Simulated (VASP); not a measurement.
Here is a VASP 6.6.1 calculation.

Contents of INCAR:

```
SYSTEM = Hf3Be
  PREC = Accurate
  ENCUT = 600
  EDIFF = 1E-6
  ISMEAR = -1
  SIGMA = 0.05
  LREAL = .FALSE.
  LASPH = .TRUE.
  NELM = 60
  ALGO = Fast
  ISIF = 3
  LWAVE = .FALSE.
  LCHARG = .FALSE.
  GGA = PE
  IBRION = 2
  NSW = 60
  EDIFFG = -0.01
  PSTRESS = 50.0
```

Contents of KPOINTS:

```
Automatic mesh
0
G
  9 9 9
  0 0 0
```

The input POSCAR:

```
Hf3Be
1.0
   -2.0920000000      2.0920000000      4.3530460000
    2.0920000000     -2.0920000000      4.3530460000
    2.0920000000      2.0920000000     -4.3530460000
Hf Be
3 1
Direct
    0.5000000000      0.5000000000      0.0000000000
    0.2500000000      0.7500000000      0.5000000000
    0.7500000000      0.2500000000      0.5000000000
    0.0000000000      0.0000000000      0.0000000000
```

Potentials or basis: VASP PAW PBE potentials, release 64 (Hf_pv, Be).

The run is started by

```sh
$ cat potpaw_PBE.64/Hf_pv/POTCAR potpaw_PBE.64/Be/POTCAR > POTCAR
$ mpirun -np 1 vasp_std > vasp.out
```

(1) Estimate the space group after relaxing (to 0.1 Å).

(2) Predict the relaxed volume.

Results:

(1) I4/mmm (No. 139).

(2) 18.17 Å³/atom.

Caveat: the cell is relaxed towards a set pressure, so the run minimises the enthalpy, not the energy.
